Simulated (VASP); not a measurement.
Set up this calculation in VASP 6.6.1, as the native input.

```yaml
Task: single point
Functional: PBE
Potentials_or_basis: VASP PAW PBE potentials, release 64 (Nb_sv, Te)
Cutoff: 520 eV
k_mesh: 10 × 10 × 10
Occupations: gaussian, width 0.05 eV
Spin: collinear spin
Starting_moments: "[0.83, 0.0] μB"
Dipole_correction: no
Further_INCAR_settings: ALGO = Normal; EDIFF = 1e-06; NBANDS = 20
```

The structure of NbTe lies in POSCAR:

```
NbTe
1.0
    0.0000000000      2.8559309941      2.8559309941
    2.8559309941      0.0000000000      2.8559309941
    2.8559309941      2.8559309941      0.0000000000
Nb Te
1 1
Direct
    0.5000000000      0.5000000000      0.5000000000
    0.0000000000      0.0000000000      0.0000000000
```

One way to write it, as run:

INCAR

```
  PREC = Accurate
  ENCUT = 520
  EDIFF = 1E-6
  ISMEAR = 0
  SIGMA = 0.05
  LREAL = False
  LASPH = True
  NELM = 150
  ALGO = Normal
  ISIF = 2
  LWAVE = False
  LCHARG = False
  ISPIN = 2
  MAGMOM = 0.83 0
  LORBIT = 11
  LMAXMIX = 4
  GGA = PE
  NBANDS = 20
```

KPOINTS

```
regular mesh
0
Gamma
  10 10 10
```

Potentials or basis: VASP PAW PBE potentials, release 64 (Nb_sv, Te).

The run is started by

```bash
$ cat potpaw_PBE.64/Nb_sv/POTCAR potpaw_PBE.64/Te/POTCAR > POTCAR
$ mpirun -np 1 vasp_std > vasp.out
```

It gave:

```
Pressure                                              : -0.1 GPa
Band gap on the k mesh                                : zero (filled and empty bands overlap)
Net moment                                            : 0.97 μB per cell
Site moments                                          : Nb +0.75; Te -0.01 μB
Valence electrons inside the program's atomic spheres : Nb 10.67; Te 3.49
```

Caveat: spin-orbit coupling is left out, which moves the levels of the heavy elements.

Run time: 110 s on 1 thread of Intel(R) Xeon(R) 6975P-C (Granite Rapids), on a shared host, peak memory 0.23 GiB.
